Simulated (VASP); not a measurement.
# TiAl (P-6m2) in VASP: notebook

Runs on TiAl. Level: LDA. Tasks: single point.

All numbers are computed with VASP 6.6.1; they aren't measurements. Logs are shortened: lines on timing, memory, paths and dates and some standing lists are left out, and cuts for length are marked.

### 1 The cell of the first run

It takes space group P-6m2 (No. 187, hexagonal). The conventional cell has a = 2.774 Å, b = 2.774 Å, c = 4.528 Å, α = 90.00°, β = 90.00°, γ = 120.00°. Ti (site symmetry -6m2) has 6 Al at 2.77 Å and 6 Ti at 2.77 Å within 3.7 Å. Al (site symmetry -6m2) has 6 Ti at 2.77 Å and 6 Al at 2.77 Å within 3.7 Å.

### 2 Single point, LDA, collinear spin (15.09 Å³/atom)

File INCAR:

```
PREC = Accurate
ENCUT = 520
EDIFF = 1E-7
ISMEAR = 0
SIGMA = 0.15
LREAL = F
LASPH = T
NELM = 150
ALGO = Normal
ISIF = 2
LWAVE = F
LCHARG = T
ISPIN = 2
MAGMOM = 1 0
LORBIT = 11
NUPDOWN = 1.0
LMAXMIX = 4
LELF = T
LVHAR = T
NBANDS = 18
```

File KPOINTS:

```
regular mesh
0
Gamma
  21 21 12
```

File POSCAR:

```
TiAl
1.0
    2.7740235071      0.0000000000      0.0000000000
   -1.3870117535      2.4023748278      0.0000000000
    0.0000000000      0.0000000000      4.5280453252
Ti Al
1 1
Direct
    0.0000000000      0.0000000000      0.0000000000
    0.3333333333      0.6666666667      0.5000000000
```

Potentials or basis: VASP PAW LDA potentials, release 64 (Ti_sv, Al).

Started as:

```
$ cat potpaw_LDA.64/Ti_sv/POTCAR potpaw_LDA.64/Al/POTCAR > POTCAR
$ mpirun -np 1 vasp_std > vasp.out
```

OUTCAR:

```text
PREC = Accurate
   ENCUT = 520
   EDIFF = 1E-7
   ISMEAR = 0
   LREAL = F
   LASPH = T
   NELM = 150
   ISIF = 2
   ISPIN = 2
   LORBIT = 11
   NUPDOWN = 1.0

 ion  position               nearest neighbor table
   1  0.000  0.000  0.000-   2 2.77   2 2.77   2 2.77   2 2.77   2 2.77   2 2.77
   2  0.333  0.667  0.500-   1 2.77   1 2.77   1 2.77   1 2.77   1 2.77   1 2.77

  LATTYP: Found a hexagonal cell.
 ALAT       =     2.7740235071
 C/A-ratio  =     1.6323024349

  Lattice vectors:

 A1 = (   2.7740235071,   0.0000000000,   0.0000000000)
 A2 = (  -1.3870117535,   2.4023748278,   0.0000000000)
 A3 = (   0.0000000000,   0.0000000000,   4.5280453252)

Analysis of symmetry for initial positions (statically):
=====================================================================
 Subroutine PRICEL returns:
 Original cell was already a primitive cell.

 Routine SETGRP: Setting up the symmetry group for a
 hexagonal supercell.

 Subroutine GETGRP returns: Found 12 space group operations
 (whereof 12 operations were pure point group operations)
 out of a pool of 24 trial point group operations.

The static configuration has the point symmetry D_3h.

Analysis of symmetry for dynamics (positions and initial velocities):
=====================================================================
 Subroutine PRICEL returns:
 Original cell was already a primitive cell.

 Routine SETGRP: Setting up the symmetry group for a
 hexagonal supercell.

 Subroutine GETGRP returns: Found 12 space group operations
 (whereof 12 operations were pure point group operations)
 out of a pool of 24 trial point group operations.

The dynamic configuration has the point symmetry D_3h.

Analysis of structural, dynamic, and magnetic symmetry:
=====================================================================
 Subroutine PRICEL returns:
 Original cell was already a primitive cell.

 Routine SETGRP: Setting up the symmetry group for a
 hexagonal supercell.

 Subroutine GETGRP returns: Found 12 space group operations
 (whereof 12 operations were pure point group operations)
 out of a pool of 24 trial point group operations.

The overall configuration has the point symmetry D_3h.

 Subroutine INISYM returns: Found 12 space group operations
 (whereof 12 operations are pure point group operations),
 and found     1 'primitive' translations

----------------------------------------------------------------------------------------

                                     Primitive cell

  volume of cell :      30.1760

  direct lattice vectors                    reciprocal lattice vectors
     2.774023507  0.000000000  0.000000000     0.360487212  0.208127389  0.000000000
    -1.387011753  2.402374828  0.000000000     0.000000000  0.416254778  0.000000000
     0.000000000  0.000000000  4.528045325     0.000000000  0.000000000  0.220845846

  length of vectors
     2.774023507  2.774023507  4.528045325     0.416254778  0.416254778  0.220845846

  position of ions in fractional coordinates (direct lattice)
     0.000000000  0.000000000  0.000000000
     0.333333333  0.666666667  0.500000000

  ion indices of the primitive-cell ions
   primitive index   ion index
                 1           1
                 2           2

----------------------------------------------------------------------------------------

 KPOINTS: regular mesh

Automatic generation of k-mesh.
 Grid dimensions read from file:
 generate k-points for:   21   21   12

 Generating k-lattice:

  Cartesian coordinates                     Fractional coordinates (reciprocal lattice)
     0.017166058  0.009910828  0.000000000     0.047619048  0.000000000  0.000000000
     0.000000000  0.019821656  0.000000000     0.000000000  0.047619048  0.000000000
     0.000000000  0.000000000  0.018403820     0.000000000  0.000000000  0.083333333

  Length of vectors
     0.019821656  0.019821656  0.018403820

  Shift w.r.t. Gamma in fractional coordinates (k-lattice)
     0.000000000  0.000000000  0.000000000

 Subroutine IBZKPT returns following result:
 ===========================================

 Found    336 irreducible k-points:

 Following reciprocal coordinates:
            Coordinates               Weight
  0.000000  0.000000  0.000000      1.000000
  0.047619 -0.000000  0.000000      6.000000
  0.095238  0.000000  0.000000      6.000000
  0.142857  0.000000  0.000000      6.000000
  0.190476  0.000000  0.000000      6.000000
  0.238095  0.000000  0.000000      6.000000
[... 16 lines left out ...]
  0.142857  0.095238  0.000000     12.000000
  0.190476  0.095238  0.000000     12.000000
 [... further k-points ...]
   k-points           NKPTS =    336   k-points in BZ     NKDIM =    336   number of bands    NBANDS=     18
   number of dos      NEDOS =    301   number of ions     NIONS =      2
   total plane-waves  NPLWV =  20736
   dimension x,y,z NGX =    24 NGY =   24 NGZ =   36
   dimension x,y,z NGXF=    48 NGYF=   48 NGZF=   72
   ions per type =               1   1
   NGX,Y,Z   is equivalent  to a cutoff of  14.38, 14.38, 13.22 a.u.
   NGXF,Y,Z  is equivalent  to a cutoff of  28.77, 28.77, 26.43 a.u.
 SYSTEM =  unknown system
   PREC   = accura    normal or accurate (medium, high low for compatibility)
   ISTART =      0    job   : 0-new  1-cont  2-samecut
   ICHARG =      2    charge: 1-file 2-atom 10-const
   ISPIN  =      2    spin polarized calculation?
   LNONCOLLINEAR =      F non collinear calculations
   LSORBIT =      F    spin-orbit coupling
   LASPH  =      T    aspherical Exc in radial PAW
   ENCUT  =  520.0 eV  38.22 Ry    6.18 a.u.   5.16  5.16  8.42*2*pi/ulx,y,z
   NELM   =    150;   NELMIN=  2; NELMDL= -5     # of ELM steps
   EDIFF  = 0.1E-06   stopping-criterion for ELM
   LREAL  =      F    real-space projection
   EDIFFG = 0.1E-05   stopping-criterion for IOM
   NSW    =      0    number of steps for IOM
   IBRION =     -1    ionic relax: 0-MD 1-quasi-New 2-CG
   NFREE  =      0    steps in history (QN), initial steepest desc. (CG)
   ISIF   =      2    stress and relaxation
   ISYM   =      2    0-nonsym 1-usesym 2-fastsym
   POTIM  = 0.5000    time-step for ionic-motion
   TEBEG  =    0.0;   TEEND  =   0.0 temperature during run
   PSTRESS=    0.0 pullay stress
   NELECT =      15.0000    total number of electrons
   NUPDOWN=       1.0000    fix difference up-down
   EMIN   =  10.00;   EMAX   =-10.00  energy-range for DOS
   EFERMI =   0.00;   METHOD = LEGACY
   ISMEAR =     0;   SIGMA  =   0.15  broadening in eV -4-tet -1-fermi 0-gaus
   EFERMI_NEDOS =   21; number of points for ismear=-14 and -15
   IALGO  =     38    algorithm
   IMIX   =      4    mixing-type and parameters
     AMIX     =   0.40;   BMIX     =  1.00
     AMIX_MAG =   1.60;   BMIX_MAG =  1.00
  volume/ion in A,a.u.               =      15.09       101.82
  Fermi-wavevector in a.u.,A,eV,Ry     =   1.296835  2.450663 22.882017  1.681781
  Thomas-Fermi vector in A             =   2.428266
   LORBIT       =     11    0 simple, 1 ext, 2 COOP (PROOUT), +10 PAW based schemes
   GGA     = CA    functional components
   LHFCALC =     F    Hartree Fock is set to
   AEXX    =    0.0000 exact exchange contribution
   IVDW    =     0    specifies the selected vdW correction
   LEPSILON=     F    determine dielectric tensor
   LRPA    =     F    only Hartree local field effects (RPA)
 spin polarized calculation
 Gauss-broadening in eV      SIGMA  =   0.15
  energy-cutoff  :      520.00
  volume of cell :       30.18
 maximum number of plane-waves:       831
 NGX is ok and might be reduce to    24
   NGX = 11   NGY = 11   NGZ = 17

 number of electron      14.9999997 magnetization       1.0000000

 Free energy of the ion-electron system (eV)
  ---------------------------------------------------
  ext. energy  EPLUGINS =         0.00000000
  ---------------------------------------------------
  free energy    TOTEN  =       -13.12346258 eV

  energy without entropy =      -13.10658459  energy(sigma->0) =      -13.11502358

 E-fermi :   8.5362     XC(G=0): -11.5736

 val. band max:        9.1353528856   @ k =   0.1905   0.1905   0.5000
 cond. band min:       8.5366165796   @ k =   0.2381   0.2381   0.4167
 fundamental gap:     -0.5987363060
 Fermi energy:         9.1406618675

 spin component 1

 k-point     1 :       0.0000    0.0000    0.0000
  band No.  band energies     occupation
      1     -47.0964      1.00000
      2     -23.8298      1.00000
      3     -23.2677      1.00000
      4     -23.2677      1.00000
      5      -0.8203      1.00000
      6       6.0411      1.00000
[... 10 lines left out ...]
     17      23.2995      0.00000
     18      26.5661      0.00000
[... 463 lines left out ...]
 k-point    24 :       0.1905    0.0952    0.0000
  band No.  band energies     occupation
      1     -47.0211      1.00000
      2     -23.7590      1.00000
      3     -23.6742      1.00000
      4     -23.3803      1.00000
      5       0.8245      1.00000
      6       6.7673      1.00000
[... 10 lines left out ...]
     17      24.6091      0.00000
     18      25.9756      0.00000

 [... further k-points ...]

 spin component 2

 k-point     1 :       0.0000    0.0000    0.0000
  band No.  band energies     occupation
      1     -46.6070      1.00000
      2     -23.3852      1.00000
      3     -22.7590      1.00000
      4     -22.7590      1.00000
      5      -0.5629      1.00000
      6       6.6185      1.00000
[... 10 lines left out ...]
     17      23.8101      0.00000
     18      26.8285      0.00000
[... 463 lines left out ...]
 k-point    24 :       0.1905    0.0952    0.0000
  band No.  band energies     occupation
      1     -46.5324      1.00000
      2     -23.3145      1.00000
      3     -23.1618      1.00000
      4     -22.8706      1.00000
      5       1.0780      1.00000
      6       7.1133      1.00000
[... 10 lines left out ...]
     17      24.9104      0.00000
     18      26.3517      0.00000

 [... further k-points ...]

------------------------ aborting loop because EDIFF is reached ----------------------------------------

  FORCE on cell =-STRESS in cart. coord.  units (eV):
  Direction    XX          YY          ZZ          XY          YZ          ZX
  --------------------------------------------------------------------------------------
  -------------------------------------------------------------------------------------
  Total        1.4011020      1.4011020      0.7727930      0.0000000     -0.0000000      0.0000000
  in kB       74.3907011     74.3907011     41.0309966      0.0000000     -0.0000000      0.0000000
  external PRESSURE =      63.2707996 kB  Pullay stress =       0.0000000 kB

 VOLUME and BASIS-vectors are now :
 -----------------------------------------------------------------------------
  energy-cutoff  :      520.00
  volume of cell :       30.18
      direct lattice vectors                 reciprocal lattice vectors
     2.774023507  0.000000000  0.000000000     0.360487212  0.208127389  0.000000000
    -1.387011753  2.402374828  0.000000000     0.000000000  0.416254778  0.000000000
     0.000000000  0.000000000  4.528045325     0.000000000  0.000000000  0.220845846

 POSITION                                       TOTAL-FORCE (eV/Angst)
 -----------------------------------------------------------------------------------
      0.00000      0.00000      0.00000         0.000000     -0.000000      0.000000
     -0.00000      1.60158      2.26402        -0.000000      0.000000      0.000000
 -----------------------------------------------------------------------------------
    total drift:                                0.000000     -0.000000      0.000000

  FREE ENERGIE OF THE ION-ELECTRON SYSTEM (eV)
  ---------------------------------------------------
  free  energy   TOTEN  =       -13.1234625758 eV

  energy  without entropy=      -13.1065845871  energy(sigma->0) =      -13.11502358

 total charge

# of ion       s       p       d       tot
------------------------------------------
    1        2.238   6.152   2.025  10.415
    2        0.443   0.418   0.000   0.862
--------------------------------------------------
tot          2.682   6.570   2.025  11.276

 magnetization (x)

# of ion       s       p       d       tot
------------------------------------------
    1        0.009   0.057   0.541   0.606
    2        0.004   0.027   0.000   0.031
--------------------------------------------------
tot          0.013   0.083   0.541   0.637
```

It took 2.5 min on 1 thread of Intel Xeon 6975P-C (Granite Rapids), shared host; peak memory 0.36 GiB.

Results:

| Property | Result |
| --- | --- |
| Free energy | -13.1235 eV |
| Pressure | 6.3 GPa |
| Net moment | 1.00 μB per cell |
| Site moments | Ti +0.61; Al +0.03 μB |
| Valence electrons inside the program's atomic spheres | Ti 10.41; Al 0.86 |

Stress tensor (GPa, compression positive):
```
7.44 0.00 0.00
0.00 7.44 0.00
0.00 0.00 4.10
```

Caveat: the cell stands under pressure; the total moment is fixed, so each spin has its own Fermi level.

(Continued in part 2 of 2.)
